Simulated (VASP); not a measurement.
# Ti4Al (Im-3m) in VASP: a series of runs

Ti4Al is run at these levels: PBE; tasks: single point, relaxation of cell and atoms.

All numbers are computed with VASP 6.6.1; they aren't measurements. Logs are shortened: lines on timing, memory, paths and dates and some standing lists are left out, and cuts for length are marked.

### Step 1. The cell of the first run

Symmetry: Im-3m, No. 229, cubic system. Conventional cell: a = 5.889 Å, b = 5.889 Å, c = 5.889 Å, α = 90.00°, β = 90.00°, γ = 90.00°. Ti (site symmetry -3m) has 2 Al at 2.55 Å and 6 Ti at 2.94 Å within 3.4 Å. Within 3.4 Å of Al (site symmetry m-3m) lie 8 Ti at 2.55 Å.

### Step 2. Single point, PBE

File INCAR:

```
  PREC = Accurate
  ENCUT = 520
  EDIFF = 1E-6
  ISMEAR = 0
  SIGMA = 0.1
  LREAL = False
  LASPH = True
  NELM = 100
  ALGO = Normal
  ISIF = 2
  LWAVE = False
  LCHARG = False
  GGA = PE
  NBANDS = 34
```

File KPOINTS:

```
regular mesh
0
Gamma
  10 10 10
```

File POSCAR:

```
Ti4Al
1.0
   -2.9444936525      2.9444936525      2.9444936525
    2.9444936525     -2.9444936525      2.9444936525
    2.9444936525      2.9444936525     -2.9444936525
Ti Al
4 1
Direct
    0.0000000000      0.0000000000      0.5000000000
    0.0000000000      0.5000000000      0.0000000000
    0.5000000000      0.0000000000      0.0000000000
    0.5000000000      0.5000000000      0.5000000000
    0.0000000000      0.0000000000      0.0000000000
```

Potentials or basis: VASP PAW PBE potentials, release 64 (Ti_sv, Al).

The run is started by

```
> cat potpaw_PBE.64/Ti_sv/POTCAR potpaw_PBE.64/Al/POTCAR > POTCAR
> mpirun -np 1 vasp_std > vasp.out
```

OUTCAR:

```text
PREC = Accurate
   ENCUT = 520
   EDIFF = 1E-6
   ISMEAR = 0
   LREAL = False
   LASPH = True
   NELM = 100
   ISIF = 2
   GGA = PE

 ion  position               nearest neighbor table
   1  0.000  0.000  0.500-   5 2.55   5 2.55
   2  0.000  0.500  0.000-   5 2.55   5 2.55
   3  0.500  0.000  0.000-   5 2.55   5 2.55
   4  0.500  0.500  0.500-   5 2.55   5 2.55
   5  0.000  0.000  0.000-   1 2.55   2 2.55   3 2.55   4 2.55   1 2.55   2 2.55   3 2.55   4 2.55

  LATTYP: Found a body centered cubic cell.
 ALAT       =     5.8889873050

  Lattice vectors:

 A1 = (  -2.9444936525,   2.9444936525,   2.9444936525)
 A2 = (   2.9444936525,  -2.9444936525,   2.9444936525)
 A3 = (   2.9444936525,   2.9444936525,  -2.9444936525)

Analysis of symmetry for initial positions (statically):
=====================================================================
 Subroutine PRICEL returns:
 Original cell was already a primitive cell.

 Routine SETGRP: Setting up the symmetry group for a
 body centered cubic supercell.

 Subroutine GETGRP returns: Found 48 space group operations
 (whereof 48 operations were pure point group operations)
 out of a pool of 48 trial point group operations.

The static configuration has the point symmetry O_h .

Analysis of symmetry for dynamics (positions and initial velocities):
=====================================================================
 Subroutine PRICEL returns:
 Original cell was already a primitive cell.

 Routine SETGRP: Setting up the symmetry group for a
 body centered cubic supercell.

 Subroutine GETGRP returns: Found 48 space group operations
 (whereof 48 operations were pure point group operations)
 out of a pool of 48 trial point group operations.

The dynamic configuration has the point symmetry O_h .

 Subroutine INISYM returns: Found 48 space group operations
 (whereof 48 operations are pure point group operations),
 and found     1 'primitive' translations

----------------------------------------------------------------------------------------

                                     Primitive cell

  volume of cell :     102.1155

  direct lattice vectors                    reciprocal lattice vectors
    -2.944493652  2.944493652  2.944493652     0.000000000  0.169808483  0.169808483
     2.944493652 -2.944493652  2.944493652     0.169808483  0.000000000  0.169808483
     2.944493652  2.944493652 -2.944493652     0.169808483  0.169808483  0.000000000

  length of vectors
     5.100012609  5.100012609  5.100012609     0.240145460  0.240145460  0.240145460

  position of ions in fractional coordinates (direct lattice)
     0.000000000  0.000000000  0.500000000
     0.000000000  0.500000000  0.000000000
     0.500000000  0.000000000  0.000000000
     0.500000000  0.500000000  0.500000000
     0.000000000  0.000000000  0.000000000

  ion indices of the primitive-cell ions
   primitive index   ion index
                 1           1
                 2           2
                 3           3
                 4           4
                 5           5

----------------------------------------------------------------------------------------

 KPOINTS: regular mesh

Automatic generation of k-mesh.
 Grid dimensions read from file:
 generate k-points for:   10   10   10

 Generating k-lattice:

  Cartesian coordinates                     Fractional coordinates (reciprocal lattice)
     0.000000000  0.016980848  0.016980848     0.100000000  0.000000000  0.000000000
     0.016980848  0.000000000  0.016980848     0.000000000  0.100000000  0.000000000
     0.016980848  0.016980848  0.000000000     0.000000000  0.000000000  0.100000000

  Length of vectors
     0.024014546  0.024014546  0.024014546

  Shift w.r.t. Gamma in fractional coordinates (k-lattice)
     0.000000000  0.000000000  0.000000000

 Subroutine IBZKPT returns following result:
 ===========================================

 Found     47 irreducible k-points:

 Following reciprocal coordinates:
            Coordinates               Weight
  0.000000  0.000000  0.000000      1.000000
  0.100000  0.000000  0.000000     12.000000
  0.200000  0.000000  0.000000     12.000000
  0.300000  0.000000  0.000000     12.000000
  0.400000  0.000000  0.000000     12.000000
  0.500000  0.000000  0.000000      6.000000
[... 16 lines left out ...]
  0.300000  0.300000  0.100000      8.000000
 -0.300000  0.300000  0.100000     24.000000
 [... further k-points ...]
   k-points           NKPTS =     47   k-points in BZ     NKDIM =     47   number of bands    NBANDS=     34
   number of dos      NEDOS =    301   number of ions     NIONS =      5
   total plane-waves  NPLWV =  64000
   dimension x,y,z NGX =    40 NGY =   40 NGZ =   40
   dimension x,y,z NGXF=    80 NGYF=   80 NGZF=   80
   ions per type =               4   1
   NGX,Y,Z   is equivalent  to a cutoff of  13.04, 13.04, 13.04 a.u.
   NGXF,Y,Z  is equivalent  to a cutoff of  26.08, 26.08, 26.08 a.u.
 SYSTEM =  unknown system
   PREC   = accura    normal or accurate (medium, high low for compatibility)
   ISTART =      0    job   : 0-new  1-cont  2-samecut
   ICHARG =      2    charge: 1-file 2-atom 10-const
   ISPIN  =      1    spin polarized calculation?
   LNONCOLLINEAR =      F non collinear calculations
   LSORBIT =      F    spin-orbit coupling
   LASPH  =      T    aspherical Exc in radial PAW
   ENCUT  =  520.0 eV  38.22 Ry    6.18 a.u.   9.48  9.48  9.48*2*pi/ulx,y,z
   NELM   =    100;   NELMIN=  2; NELMDL= -5     # of ELM steps
   EDIFF  = 0.1E-05   stopping-criterion for ELM
   LREAL  =      F    real-space projection
   EDIFFG = 0.1E-04   stopping-criterion for IOM
   NSW    =      0    number of steps for IOM
   IBRION =     -1    ionic relax: 0-MD 1-quasi-New 2-CG
   NFREE  =      0    steps in history (QN), initial steepest desc. (CG)
   ISIF   =      2    stress and relaxation
   ISYM   =      2    0-nonsym 1-usesym 2-fastsym
   POTIM  = 0.5000    time-step for ionic-motion
   TEBEG  =    0.0;   TEEND  =   0.0 temperature during run
   PSTRESS=    0.0 pullay stress
   NELECT =      51.0000    total number of electrons
   NUPDOWN=      -1.0000    fix difference up-down
   EMIN   =  10.00;   EMAX   =-10.00  energy-range for DOS
   EFERMI =   0.00;   METHOD = LEGACY
   ISMEAR =     0;   SIGMA  =   0.10  broadening in eV -4-tet -1-fermi 0-gaus
   EFERMI_NEDOS =   21; number of points for ismear=-14 and -15
   IALGO  =     38    algorithm
   IMIX   =      4    mixing-type and parameters
     AMIX     =   0.40;   BMIX     =  1.00
     AMIX_MAG =   1.60;   BMIX_MAG =  1.00
  volume/ion in A,a.u.               =      20.42       137.82
  Fermi-wavevector in a.u.,A,eV,Ry     =   1.298876  2.454519 22.954092  1.687078
  Thomas-Fermi vector in A             =   2.430176
   LORBIT       =      0    0 simple, 1 ext, 2 COOP (PROOUT), +10 PAW based schemes
   GGA     = PE    functional components
   LHFCALC =     F    Hartree Fock is set to
   AEXX    =    0.0000 exact exchange contribution
   IVDW    =     0    specifies the selected vdW correction
   LEPSILON=     F    determine dielectric tensor
   LRPA    =     F    only Hartree local field effects (RPA)
 non-spin polarized calculation
 Gauss-broadening in eV      SIGMA  =   0.10
  energy-cutoff  :      520.00
  volume of cell :      102.12
 maximum number of plane-waves:      2781
 NGX is ok and might be reduce to    40
   NGX = 19   NGY = 19   NGZ = 19

 number of electron      50.9999997 magnetization

 Free energy of the ion-electron system (eV)
  ---------------------------------------------------
  ext. energy  EPLUGINS =         0.00000000
  ---------------------------------------------------
  free energy    TOTEN  =       -31.27585830 eV

  energy without entropy =      -31.22235591  energy(sigma->0) =      -31.24910711

 E-fermi :   6.1910     XC(G=0): -10.3270

 val. band max:        6.1827956708   @ k =   0.5000   0.0000   0.0000
 cond. band min:       6.1947222236   @ k =   0.3000   0.2000   0.1000
 fundamental gap:      0.0119265528
 Fermi energy:         6.1910263299

 k-point     1 :       0.0000    0.0000    0.0000
  band No.  band energies     occupation
      1     -50.5946      2.00000
      2     -50.5239      2.00000
      3     -50.5239      2.00000
      4     -50.5239      2.00000
      5     -26.9697      2.00000
      6     -26.9697      2.00000
[... 26 lines left out ...]
     33       8.0768      0.00000
     34       8.0768      0.00000

 k-point     2 :       0.1000    0.0000    0.0000
  band No.  band energies     occupation
      1     -50.5928      2.00000
      2     -50.5256      2.00000
      3     -50.5239      2.00000
      4     -50.5239      2.00000
      5     -26.9683      2.00000
      6     -26.9682      2.00000
[... 26 lines left out ...]
     33       8.0391      0.00000
     34       8.1615      0.00000

 k-point     3 :       0.2000    0.0000    0.0000
  band No.  band energies     occupation
      1     -50.5878      2.00000
      2     -50.5305      2.00000
      3     -50.5240      2.00000
      4     -50.5240      2.00000
      5     -26.9681      2.00000
      6     -26.9678      2.00000
[... 26 lines left out ...]
     33       7.9851      0.00000
     34       8.3418      0.00000

 k-point     4 :       0.3000    0.0000    0.0000
  band No.  band energies     occupation
      1     -50.5799      2.00000
      2     -50.5383      2.00000
      3     -50.5241      2.00000
      4     -50.5241      2.00000
      5     -26.9686      2.00000
      6     -26.9680      2.00000
[... 26 lines left out ...]
     33       7.9893      0.00000
     34       8.3121      0.00000

 k-point     5 :       0.4000    0.0000    0.0000
  band No.  band energies     occupation
      1     -50.5700      2.00000
      2     -50.5481      2.00000
      3     -50.5241      2.00000
      4     -50.5241      2.00000
      5     -26.9690      2.00000
      6     -26.9681      2.00000
[... 621 lines left out ...]
 k-point    22 :      -0.2000    0.2000    0.1000
  band No.  band energies     occupation
      1     -50.5863      2.00000
      2     -50.5319      2.00000
      3     -50.5302      2.00000
      4     -50.5178      2.00000
      5     -26.9759      2.00000
      6     -26.9684      2.00000
[... 26 lines left out ...]
     33       7.9048      0.00000
     34       8.2766      0.00000

 k-point    23 :       0.3000    0.3000    0.1000
  band No.  band energies     occupation
      1     -50.5471      2.00000
      2     -50.5469      2.00000
      3     -50.5469      2.00000
      4     -50.5255      2.00000
      5     -26.8785      2.00000
      6     -26.8785      2.00000
[... 26 lines left out ...]
     33       7.7180      0.00000
     34       7.7187      0.00000

 k-point    24 :      -0.3000    0.3000    0.1000
  band No.  band energies     occupation
      1     -50.5788      2.00000
      2     -50.5393      2.00000
      3     -50.5327      2.00000
      4     -50.5155      2.00000
      5     -26.9788      2.00000
      6     -26.9580      2.00000
[... 26 lines left out ...]
     33       7.9738      0.00000
     34       8.2755      0.00000

 [... further k-points ...]

------------------------ aborting loop because EDIFF is reached ----------------------------------------

  FORCE on cell =-STRESS in cart. coord.  units (eV):
  Direction    XX          YY          ZZ          XY          YZ          ZX
  --------------------------------------------------------------------------------------
  -------------------------------------------------------------------------------------
  Total       -0.0359758     -0.0359758     -0.0359758      0.0000000      0.0000000     -0.0000000
  in kB       -0.5644543     -0.5644543     -0.5644543      0.0000000      0.0000000     -0.0000000
  external PRESSURE =      -0.5644543 kB  Pullay stress =       0.0000000 kB

 VOLUME and BASIS-vectors are now :
 -----------------------------------------------------------------------------
  energy-cutoff  :      520.00
  volume of cell :      102.12
      direct lattice vectors                 reciprocal lattice vectors
    -2.944493652  2.944493652  2.944493652     0.000000000  0.169808483  0.169808483
     2.944493652 -2.944493652  2.944493652     0.169808483  0.000000000  0.169808483
     2.944493652  2.944493652 -2.944493652     0.169808483  0.169808483  0.000000000

 POSITION                                       TOTAL-FORCE (eV/Angst)
 -----------------------------------------------------------------------------------
      1.47225      1.47225     -1.47225         0.000000     -0.000000     -0.000000
      1.47225     -1.47225      1.47225        -0.000000      0.000000      0.000000
     -1.47225      1.47225      1.47225        -0.000000     -0.000000     -0.000000
      1.47225      1.47225      1.47225         0.000000     -0.000000     -0.000000
      0.00000      0.00000      0.00000         0.000000      0.000000      0.000000
 -----------------------------------------------------------------------------------
    total drift:                                0.000000     -0.000000      0.000000

  FREE ENERGIE OF THE ION-ELECTRON SYSTEM (eV)
  ---------------------------------------------------
  free  energy   TOTEN  =       -31.2758582989 eV

  energy  without entropy=      -31.2223559122  energy(sigma->0) =      -31.24910711
```

Run time: 78 s. Hardware: 1 thread of Intel Xeon 6975P-C (Granite Rapids), shared host; peak memory 0.31 GiB.

What came out:

| Item | Value |
| --- | --- |
| Free energy | -31.2759 eV |
| Pressure | -0.1 GPa |

### Step 3. Relaxation of cell and atoms, PBE

This run uses another cell than the first one, of 20.32 Å³/atom, 0.995 times its volume.

File INCAR:

```
SYSTEM = Ti4Al
PREC = Accurate
ENCUT = 600
EDIFF = 1E-7
ISMEAR = 0
SIGMA = 0.1
LREAL = .False.
LASPH = .True.
NELM = 100
ALGO = Normal
ISIF = 3
LWAVE = .False.
LCHARG = .False.
GGA = PE
IBRION = 2
NSW = 100
EDIFFG = -0.01
```

File KPOINTS:

```
regular mesh
0
Gamma
  10 10 10
  0 0 0
```

Changes to POSCAR since step 2:

```diff
@@ -2,5 +2,5 @@
 1.0
-   -2.9444936525      2.9444936525      2.9444936525
-    2.9444936525     -2.9444936525      2.9444936525
-    2.9444936525      2.9444936525     -2.9444936525
+   -2.9395759871      2.9395759871      2.9395759871
+    2.9395759871     -2.9395759871      2.9395759871
+    2.9395759871      2.9395759871     -2.9395759871
 Ti Al
```

Potentials or basis: VASP PAW PBE potentials, release 64 (Ti_sv, Al).

The run is started by

```
> cat potpaw_PBE.64/Ti_sv/POTCAR potpaw_PBE.64/Al/POTCAR > POTCAR
> mpirun -np 1 vasp_std > vasp.out
```

Run time: 4.3 min. Hardware: 1 thread of Intel Xeon 6975P-C (Granite Rapids), shared host; peak memory 0.36 GiB.

It converged, with:

```yaml
Free_energy: -31.2751 eV
Relaxed_volume: 20.41 Å³/atom
Relaxed_cell: a = 5.099 Å, b = 5.099 Å, c = 5.099 Å, α = 109.47°, β = 109.47°, γ = 109.47°
Space_group_after_relaxing_to_0.05_Å: Im-3m (No. 229)
Energy_gained_by_relaxing: 0.1 meV/atom
Ionic_steps: 3
Pressure_after_relaxing: 0.0 GPa
```

The path:
```csv
step,energy change (eV),largest force (eV/Å),pressure (GPa),volume (Å³)
1,0.0000,0.0000,0.32,101.60
2,-0.0004,0.0000,-0.12,102.20
3,-0.0004,0.0000,-0.01,102.03
```

Final structure:
```cif
data_structure
_symmetry_space_group_name_H-M 'P 1'
_symmetry_Int_Tables_number 1
_cell_length_a 5.0986
_cell_length_b 5.0986
_cell_length_c 5.0986
_cell_angle_alpha 109.471
_cell_angle_beta 109.471
_cell_angle_gamma 109.471
_cell_volume 102.03
loop_
_atom_site_label
_atom_site_type_symbol
_atom_site_fract_x
_atom_site_fract_y
_atom_site_fract_z
_atom_site_occupancy
Ti1 Ti 0.00000 0.00000 0.50000 1
Ti2 Ti 0.00000 0.50000 0.00000 1
Ti3 Ti 0.50000 0.00000 0.00000 1
Ti4 Ti 0.50000 0.50000 0.50000 1
Al1 Al 0.00000 0.00000 0.00000 1
```

Levels at points of the mesh, in eV from the Fermi level:
```csv
k point,band 23,band 24,band 25,band 26,band 27,band 28
"(0.00, 0.00, 0.00)",-0.53,-0.53,-0.53,0.46,0.46,0.46
"(0.50, 0.00, 0.00)",-0.67,-0.10,-0.01,0.01,0.22,0.51
"(0.50, 0.50, 0.50)",-0.81,-0.58,-0.58,-0.34,-0.34,-0.34
```
